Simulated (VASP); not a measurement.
Write the native input for VASP 6.6.1 that does the following.

| Item | Value |
| --- | --- |
| Task | single point |
| Functional | LDA |
| Potentials or basis | VASP PAW LDA potentials, release 64 (Zn, Ag) |
| Cutoff | 500 eV |
| k mesh | 10 × 10 × 10 |
| Occupations | fermi-dirac, width 0.1 eV |
| Spin | no spin polarisation |
| Dipole correction | no |
| Further INCAR settings | ALGO = Normal; EDIFF = 1e-06; NBANDS = 18 |

The structure of ZnAg lies in POSCAR:

```
ZnAg
1.0
    3.0773842399      0.0000000000      0.0000000000
    0.0000000000      3.0773842399      0.0000000000
    0.0000000000      0.0000000000      3.0773842399
Zn Ag
1 1
Direct
    0.5000000000      0.5000000000      0.5000000000
    0.0000000000      0.0000000000      0.0000000000
```

The input as run:

INCAR

```
ALGO = Normal ; EDIFF = 1E-6
ENCUT = 500 ; GGA_COMPAT = False
ISIF = 2 ; ISMEAR = -1
LASPH = True ; LCHARG = False
LREAL = False ; LWAVE = False
NBANDS = 18 ; NELM = 120
PREC = Accurate ; SIGMA = 0.1
```

KPOINTS

```
k-points
0
Gamma
  10 10 10
```

Potentials or basis: VASP PAW LDA potentials, release 64 (Zn, Ag).

Command:

```bash
$ cat potpaw_LDA.64/Zn/POTCAR potpaw_LDA.64/Ag/POTCAR > POTCAR
$ mpirun -np 1 vasp_std > vasp.out
```

It gave:

```json
{"Pressure": "0.5 GPa", "Band gap on the k mesh": "zero (an odd number of electrons rules out a gap without spin polarisation)"}
```

Run time: 23 s on 1 thread of Intel(R) Xeon(R) Platinum 8259CL CPU @ 2.50GHz (Skylake/Cascade Lake) (shared host), peak memory 0.15 GiB.
